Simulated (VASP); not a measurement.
Runs of VASP 6.6.1 on InWS4. The structure is that of space group P6mm (No. 183), or close to it. The cells are those of the table. 

| spin | cell | k mesh | gap on the mesh (eV) | pressure (GPa) | moment (μB) | largest force (eV/Å) |
| --- | --- | --- | --- | --- | --- | --- |
| off | a = 4.367, b = 4.367, c = 8.338 Å, angles 90.0, 90.0, 120.0°, 6 atoms | 12 × 12 × 6 | none | 0.0 | - | 0.01 |
| collinear, zero start | a = 4.358, b = 4.358, c = 8.052 Å, angles 90.0, 90.0, 120.0°, 6 atoms | 3 × 3 × 4 | none | 0.1 | (b) | 0.01 |
| off | a = 4.390, b = 4.390, c = 8.017 Å, angles 90.0, 90.0, 120.0°, 6 atoms | 6 × 6 × 2 | none | 0.0 | - | 0.01 |
| collinear, ferrimagnetic start | a = 5.942, b = 5.942, c = 5.048 Å, angles 90.0, 90.0, 120.0°, 6 atoms | 3 × 3 × 4 | none | -0.3 | 3.17 | (a) |
| off | a = 5.942, b = 5.942, c = 5.048 Å, angles 90.0, 90.0, 120.0°, 6 atoms | 3 × 3 × 4 | none | -2.3 | - | 12.20 |

Alike in all rows: task single point; level PBE; potentials or basis VASP PAW PBE potentials, release 64 (In_d, W_sv, S); cutoff (eV) 520; smearing gaussian 0.1 eV.

Question: Fill in the values left out.

Answer: (a) 12.68; (b) 0.00.

Caveats: some runs use coarse meshes; spin-orbit coupling is left out, which moves the levels of the heavy elements; this functional lacks dispersion, which binds the layers, so the pressure and a relaxed spacing across them are unreliable (some runs); forces of over 1 eV/Å act on the atoms, so gaps and moduli don't describe the material at rest (some runs).

A k mesh can miss the band edges, and the runs leave out spin-orbit coupling on In, W.

A gap of «none» marks levels without a gap at the run's occupations.
